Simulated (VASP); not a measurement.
# Ni (P6_3/mmc) in VASP: relaxation of cell and atoms with r2SCAN

Aim: the relaxation of cell and atoms of Ni with r2SCAN.

Everything below comes from runs of VASP 6.6.1. Logs are shortened: lines on timing, memory, paths and dates and some standing lists are left out, and cuts for length are marked.

## Step 1: The cell of the first run

Symmetry: P6_3/mmc, No. 194, hexagonal system. The conventional cell has a = 2.686 Å, b = 2.686 Å, c = 7.315 Å, α = 90.00°, β = 90.00°, γ = 120.00°. Ni (site symmetry -6m2) has 3 Ni at 1.55 Å within 2.1 Å. Ni (site symmetry -6m2) has 3 Ni at 1.55 Å within 2.1 Å.

This isn't the form of Ni at room conditions, which is fcc.

## Step 2: Relaxation of cell and atoms, r2SCAN, collinear spin, ferromagnetic start

POSCAR

```
Ni
1.0
    2.6857546775      0.0000000000      0.0000000000
   -1.3428773387      2.3259317790      0.0000000000
    0.0000000000      0.0000000000      7.3148603004
Ni
4
Direct
    0.0000000000      0.0000000000      0.2500000000
    0.0000000000      0.0000000000      0.7500000000
    0.3333333333      0.6666666667      0.7500000000
    0.6666666667      0.3333333333      0.2500000000
```

INCAR.step1

```
SYSTEM = Ni
ALGO     = Normal         ! electronic algorithm
EDIFF    = 1E-4           ! SCF threshold, eV
ENCUT    = 600            ! plane-wave cutoff, eV
GGA      = PE             ! functional
ISMEAR   = 0              ! smearing method
ISPIN    = 2              ! spin polarisation
LASPH    = .True.         ! aspherical terms in the spheres
LCHARG   = .False.        ! write CHGCAR
LMAXMIX  = 4              ! l up to which the mixer works
LREAL    = .False.        ! projectors in reciprocal space
LWAVE    = .True.         ! write WAVECAR
MAGMOM   = 0.53 0.53 0.53 0.53 ! initial moments
NELM     = 150            ! most SCF steps
PREC     = Accurate       ! precision mode
SIGMA    = 0.1            ! smearing width, eV
```

INCAR.step2

```
SYSTEM = Ni
ALGO     = Normal         ! electronic algorithm
EDIFF    = 1E-7           ! SCF threshold, eV
EDIFFG   = -0.04          ! ionic threshold
ENCUT    = 600            ! plane-wave cutoff, eV
IBRION   = 2              ! ionic algorithm
ISIF     = 3              ! what is computed and relaxed
ISMEAR   = 0              ! smearing method
ISPIN    = 2              ! spin polarisation
ISTART   = 1            
LASPH    = .True.         ! aspherical terms in the spheres
LCHARG   = .False.        ! write CHGCAR
LMAXMIX  = 4              ! l up to which the mixer works
LMIXTAU  = .True.       
LORBIT   = 11             ! projections on sites
LREAL    = .False.        ! projectors in reciprocal space
LWAVE    = .False.        ! write WAVECAR
MAGMOM   = 0.53 0.53 0.53 0.53 ! initial moments
METAGGA  = R2SCAN         ! meta-GGA
NELM     = 150            ! most SCF steps
NSW      = 90             ! ionic steps
PREC     = Accurate       ! precision mode
SIGMA    = 0.1            ! smearing width, eV
```

KPOINTS

```
k-points
0
Gamma
  9 9 4
  0 0 0
```

Potentials or basis: VASP PAW PBE potentials, release 64 (Ni).

Launch:

```console
cat potpaw_PBE.64/Ni/POTCAR > POTCAR
cp INCAR.step1 INCAR
mpirun -np 1 vasp_std > vasp.out
cp INCAR.step2 INCAR
mpirun -np 1 vasp_std > vasp.out
```

OUTCAR:

```text
SYSTEM = Ni
   EDIFF = 1E-7
   EDIFFG = -0.04
   ENCUT = 600
   IBRION = 2
   ISIF = 3
   ISMEAR = 0
   ISPIN = 2
   ISTART = 1
   LASPH = .True.
   LORBIT = 11
   LREAL = .False.
   METAGGA = R2SCAN
   NELM = 150
   NSW = 90
   PREC = Accurate

 ion  position               nearest neighbor table
   1  0.000  0.000  0.250-   4 1.55   4 1.55   4 1.55
   2  0.000  0.000  0.750-   3 1.55   3 1.55   3 1.55
   3  0.333  0.667  0.750-   2 1.55   2 1.55   2 1.55
   4  0.667  0.333  0.250-   1 1.55   1 1.55   1 1.55

  LATTYP: Found a hexagonal cell.
 ALAT       =     2.6857546775
 C/A-ratio  =     2.7235772357

  Lattice vectors:

 A1 = (   2.6857546775,   0.0000000000,   0.0000000000)
 A2 = (  -1.3428773387,   2.3259317790,   0.0000000000)
 A3 = (   0.0000000000,   0.0000000000,   7.3148603004)

Analysis of symmetry for initial positions (statically):
=====================================================================
 Subroutine PRICEL returns:
 Original cell was already a primitive cell.

 Routine SETGRP: Setting up the symmetry group for a
 hexagonal supercell.

 Subroutine GETGRP returns: Found 24 space group operations
 (whereof 12 operations were pure point group operations)
 out of a pool of 24 trial point group operations.

The static configuration has the point symmetry D_3d.
 The point group associated with its full space group is D_6h.

Analysis of symmetry for dynamics (positions and initial velocities):
=====================================================================
 Subroutine PRICEL returns:
 Original cell was already a primitive cell.

 Routine SETGRP: Setting up the symmetry group for a
 hexagonal supercell.

 Subroutine GETGRP returns: Found 24 space group operations
 (whereof 12 operations were pure point group operations)
 out of a pool of 24 trial point group operations.

The dynamic configuration has the point symmetry D_3d.
 The point group associated with its full space group is D_6h.

Analysis of structural, dynamic, and magnetic symmetry:
=====================================================================
 Subroutine PRICEL returns:
 Original cell was already a primitive cell.

 Routine SETGRP: Setting up the symmetry group for a
 hexagonal supercell.

 Subroutine GETGRP returns: Found 24 space group operations
 (whereof 12 operations were pure point group operations)
 out of a pool of 24 trial point group operations.

The overall configuration has the point symmetry D_3d.
 The point group associated with its full space group is D_6h.

 Subroutine INISYM returns: Found 24 space group operations
 (whereof 12 operations are pure point group operations),
 and found     1 'primitive' translations

----------------------------------------------------------------------------------------

                                     Primitive cell

  volume of cell :      45.6951

  direct lattice vectors                    reciprocal lattice vectors
     2.685754677  0.000000000  0.000000000     0.372334826  0.214967612  0.000000000
    -1.342877339  2.325931779  0.000000000     0.000000000  0.429935224  0.000000000
     0.000000000  0.000000000  7.314860300     0.000000000  0.000000000  0.136708011

  length of vectors
     2.685754677  2.685754677  7.314860300     0.429935224  0.429935224  0.136708011

  position of ions in fractional coordinates (direct lattice)
     0.000000000  0.000000000  0.250000000
     0.000000000  0.000000000  0.750000000
     0.333333333  0.666666667  0.750000000
     0.666666667  0.333333333  0.250000000

  ion indices of the primitive-cell ions
   primitive index   ion index
                 1           1
                 2           2
                 3           3
                 4           4

----------------------------------------------------------------------------------------

 KPOINTS: k-points

Automatic generation of k-mesh.
 Grid dimensions read from file:
 generate k-points for:    9    9    4

 Generating k-lattice:

  Cartesian coordinates                     Fractional coordinates (reciprocal lattice)
     0.041370536  0.023885290  0.000000000     0.111111111  0.000000000  0.000000000
     0.000000000  0.047770580  0.000000000     0.000000000  0.111111111  0.000000000
     0.000000000  0.000000000  0.034177003     0.000000000  0.000000000  0.250000000

  Length of vectors
     0.047770580  0.047770580  0.034177003

  Shift w.r.t. Gamma in fractional coordinates (k-lattice)
     0.000000000  0.000000000  0.000000000

 Subroutine IBZKPT returns following result:
 ===========================================

 Found     36 irreducible k-points:

 Following reciprocal coordinates:
            Coordinates               Weight
  0.000000  0.000000  0.000000      1.000000
  0.111111  0.000000  0.000000      6.000000
  0.222222  0.000000  0.000000      6.000000
  0.333333  0.000000  0.000000      6.000000
  0.444444  0.000000  0.000000      6.000000
  0.111111  0.111111  0.000000      6.000000
[... 16 lines left out ...]
  0.333333  0.222222  0.250000     24.000000
  0.333333  0.333333  0.250000      4.000000
 [... further k-points ...]
   k-points           NKPTS =     36   k-points in BZ     NKDIM =     36   number of bands    NBANDS=     25
   number of dos      NEDOS =    301   number of ions     NIONS =      4
   total plane-waves  NPLWV =  34560
   dimension x,y,z NGX =    24 NGY =   24 NGZ =   60
   dimension x,y,z NGXF=    48 NGYF=   48 NGZF=  120
   ions per type =               4
   NGX,Y,Z   is equivalent  to a cutoff of  14.86, 14.86, 13.64 a.u.
   NGXF,Y,Z  is equivalent  to a cutoff of  29.71, 29.71, 27.27 a.u.
 SYSTEM =  Ni
   PREC   = accura    normal or accurate (medium, high low for compatibility)
   ISTART =      1    job   : 0-new  1-cont  2-samecut
   ICHARG =      0    charge: 1-file 2-atom 10-const
   ISPIN  =      2    spin polarized calculation?
   LNONCOLLINEAR =      F non collinear calculations
   LSORBIT =      F    spin-orbit coupling
   LASPH  =      T    aspherical Exc in radial PAW
   ENCUT  =  600.0 eV  44.10 Ry    6.64 a.u.   5.36  5.36 14.61*2*pi/ulx,y,z
   NELM   =    150;   NELMIN=  2; NELMDL=  0     # of ELM steps
   EDIFF  = 0.1E-06   stopping-criterion for ELM
   LREAL  =      F    real-space projection
   EDIFFG = -.4E-01   stopping-criterion for IOM
   NSW    =     90    number of steps for IOM
   IBRION =      2    ionic relax: 0-MD 1-quasi-New 2-CG
   NFREE  =      1    steps in history (QN), initial steepest desc. (CG)
   ISIF   =      3    stress and relaxation
   ISYM   =      2    0-nonsym 1-usesym 2-fastsym
   POTIM  = 0.5000    time-step for ionic-motion
   TEBEG  =    0.0;   TEEND  =   0.0 temperature during run
   PSTRESS=    0.0 pullay stress
   NELECT =      40.0000    total number of electrons
   NUPDOWN=      -1.0000    fix difference up-down
   EMIN   =  10.00;   EMAX   =-10.00  energy-range for DOS
   EFERMI =   0.00;   METHOD = LEGACY
   ISMEAR =     0;   SIGMA  =   0.10  broadening in eV -4-tet -1-fermi 0-gaus
   EFERMI_NEDOS =   21; number of points for ismear=-14 and -15
   IALGO  =     38    algorithm
   IMIX   =      4    mixing-type and parameters
     AMIX     =   0.40;   BMIX     =  1.00
     AMIX_MAG =   1.60;   BMIX_MAG =  1.00
  volume/ion in A,a.u.               =      11.42        77.09
  Fermi-wavevector in a.u.,A,eV,Ry     =   1.566048  2.959401 33.368371  2.452506
  Thomas-Fermi vector in A             =   2.668434
   LORBIT       =     11    0 simple, 1 ext, 2 COOP (PROOUT), +10 PAW based schemes
   METAGGA = R2SCAN    functional components
   LHFCALC =     F    Hartree Fock is set to
   AEXX    =    0.0000 exact exchange contribution
   IVDW    =     0    specifies the selected vdW correction
   LEPSILON=     F    determine dielectric tensor
   LRPA    =     F    only Hartree local field effects (RPA)
 conjugate gradient relaxation of ions
 spin polarized calculation
 Gauss-broadening in eV      SIGMA  =   0.10
  energy-cutoff  :      600.00
  volume of cell :       45.70
 maximum number of plane-waves:      1589
 NGX is ok and might be reduce to    24
   NGX = 11   NGY = 11   NGZ = 29

--------------------------------------- Ionic step        1  -------------------------------------------

 number of electron      40.0000019 magnetization       2.3491710

 Free energy of the ion-electron system (eV)
  ---------------------------------------------------
  ext. energy  EPLUGINS =         0.00000000
  ---------------------------------------------------
  free energy    TOTEN  =       -11.75221557 eV

  energy without entropy =      -11.73900612  energy(sigma->0) =      -11.74561085

------------------------ aborting loop because EDIFF is reached ----------------------------------------

  FORCE on cell =-STRESS in cart. coord.  units (eV):
  Direction    XX          YY          ZZ          XY          YZ          ZX
  --------------------------------------------------------------------------------------
  -------------------------------------------------------------------------------------
  Total      111.6860743    111.6860743     -1.0792896      0.0000000     -0.0000000      0.0000000
  in kB     3915.9781402   3915.9781401    -37.8424492      0.0000001     -0.0000000      0.0000000
  external PRESSURE =    2598.0379437 kB  Pullay stress =       0.0000000 kB
[... 4177 lines left out ...]
     24       5.6011      0.00000
     25       5.9870      0.00000

 [... further k-points ...]

[... ionic steps 4 to 13 ...]

--------------------------------------- Ionic step       14  -------------------------------------------

 number of electron      40.0000057 magnetization      -0.0000041

 number of electron      40.0000054 magnetization       0.0000070

------------------------ aborting loop because EDIFF is reached ----------------------------------------

  FORCE on cell =-STRESS in cart. coord.  units (eV):
  Direction    XX          YY          ZZ          XY          YZ          ZX
  --------------------------------------------------------------------------------------
  -------------------------------------------------------------------------------------
  Total        1.2806338      1.2806338      1.6738788      0.0000000      0.0000000      0.0000000
  in kB       39.4931832     39.4931832     51.6203782      0.0000000      0.0000000      0.0000000
  external PRESSURE =      43.5355816 kB  Pullay stress =       0.0000000 kB
[... 65 lines left out ...]
--------------------------------------- Ionic step       16  -------------------------------------------

 number of electron      40.0000079 magnetization      -0.0001797

 number of electron      40.0000079 magnetization       0.0000107

 Free energy of the ion-electron system (eV)
  ---------------------------------------------------
  ext. energy  EPLUGINS =         0.00000000
  ---------------------------------------------------
  free energy    TOTEN  =       -43.48782122 eV

  energy without entropy =      -43.45303087  energy(sigma->0) =      -43.47042605

 E-fermi :   6.5554     XC(G=0): -12.7002

 val. band max:        6.5463834389   @ k =   0.4444   0.1111   0.5000
 cond. band min:       6.5599467158   @ k =   0.4444   0.0000   0.0000
 fundamental gap:      0.0135632770
 Fermi energy:         6.5553780031

 spin component 1

 k-point     1 :       0.0000    0.0000    0.0000
  band No.  band energies     occupation
      1      -1.2358      1.00000
      2       2.7948      1.00000
      3       3.2265      1.00000
      4       3.2340      1.00000
      5       3.2341      1.00000
      6       4.1495      1.00000
[... 1091 lines left out ...]
      2       2.9957      1.00000
      3       3.1267      1.00000
      4       3.2147      1.00000
      5       3.2690      1.00000
      6       3.5590      1.00000
[... 10 lines left out ...]
     17       6.0779      1.00000
     18       6.1027      1.00000
     19       6.2786
```

Wall time 65 min (1 thread of Intel Xeon 6975P-C (Granite Rapids), shared host); peak memory 0.3 GiB.

Results:

- Free energy: -43.4878 eV
- Relaxed volume: 13.37 Å³/atom
- Relaxed cell: a = 3.796 Å, b = 3.796 Å, c = 4.286 Å, α = 90.00°, β = 90.00°, γ = 120.00°
- Space group after relaxing (to 0.1 Å): P6_3/mmc (No. 194)
- Pressure after relaxing: 0.0 GPa
- Band gap on the k mesh: zero (filled and empty bands overlap)
- Net moment: 0.00 μB per cell
- Valence electrons inside the program's atomic spheres: Ni 9.51, 9.19 (each value once)

Final structure:
```
Ni
1.0
     3.79640    0.00000    0.00000
    -1.89820    3.28778    0.00000
     0.00000    0.00000    4.28576
Ni
4
Direct
  0.00000 0.00000 0.25000
  0.00000 0.00000 0.75000
  0.33333 0.66667 0.75000
  0.66667 0.33333 0.25000
```

Levels at points of the mesh, in eV from the Fermi level:
Spin up:
| k point | band 18 | band 19 | band 20 | band 21 | band 22 | band 23 |
| --- | --- | --- | --- | --- | --- | --- |
| (0.00, 0.00, 0.00) | -0.37 | -0.23 | -0.23 | 0.32 | 0.43 | 5.39 |
| (0.00, 0.00, 0.50) | -0.56 | -0.56 | -0.56 | -0.55 | -0.55 | 9.25 |
Spin down:
```
           k point  band 17  band 18  band 19  band 20  band 21  band 22  band 23  band 24
(0.00, 0.00, 0.00)    -0.37    -0.37    -0.23    -0.23     0.32     0.43     5.39     7.18
(0.00, 0.00, 0.50)    -0.56    -0.56    -0.56    -0.56    -0.55    -0.55     9.25     9.25
```

Caveat: the volume moved by over 15 % at a fixed basis, so the end points are rough; the moments typed at the start vanished in this run; the PAW data sets were made with another functional, which shifts forces and pressure a little.
